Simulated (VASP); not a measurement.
A run of VASP 6.6.1 is set up as follows.

The input INCAR:

```
PREC     = Accurate       # precision mode
ENCUT    = 520            # plane-wave cutoff, eV
EDIFF    = 1E-6           # SCF threshold, eV
ISMEAR   = 0              # smearing method
SIGMA    = 0.15           # smearing width, eV
LREAL    = F              # projectors in reciprocal space
LASPH    = T              # aspherical terms in the spheres
NELM     = 60             # most SCF steps
ALGO     = Normal         # electronic algorithm
ISIF     = 2              # what is computed and relaxed
LWAVE    = F              # write WAVECAR
LCHARG   = F              # write CHGCAR
GGA      = PE             # functional
IVDW     = 12             # dispersion correction
NBANDS   = 10             # bands
```

KPOINTS

```
regular mesh
0
Gamma
  22 22 22
```

The input POSCAR:

```
Br
1.0
   -1.4169820878      1.3221112799      3.3755530901
    1.3221112799     -1.4169820878      3.3755530901
    1.3790240285      1.3790240285     -3.4135111495
Br
1
Direct
    0.0000000000      0.0000000000      0.0000000000
```

Potentials or basis: VASP PAW PBE potentials, release 64 (Br).

Run with:

```bash
$ cat potpaw_PBE.64/Br/POTCAR > POTCAR
$ mpirun -np 1 vasp_std > vasp.out
```

Task: What does it give for the pressure?

Result: 8.3 GPa.

Task: Estimate the dispersion energy per atom.

Result: -0.298 eV.

Task: What does it give for the band gap on the k mesh?

Result: Zero (an odd number of electrons rules out a gap without spin polarisation).

Stress tensor (GPa, compression positive):
```
11.79 -0.15  0.11
-0.15 11.79  0.11
 0.11  0.11  1.36
```

Caveat: the stress differs along the axes, from 1 to 12 GPa; an odd number of electrons without spin polarisation forces a metal; a magnetic or distorted state may lie lower.
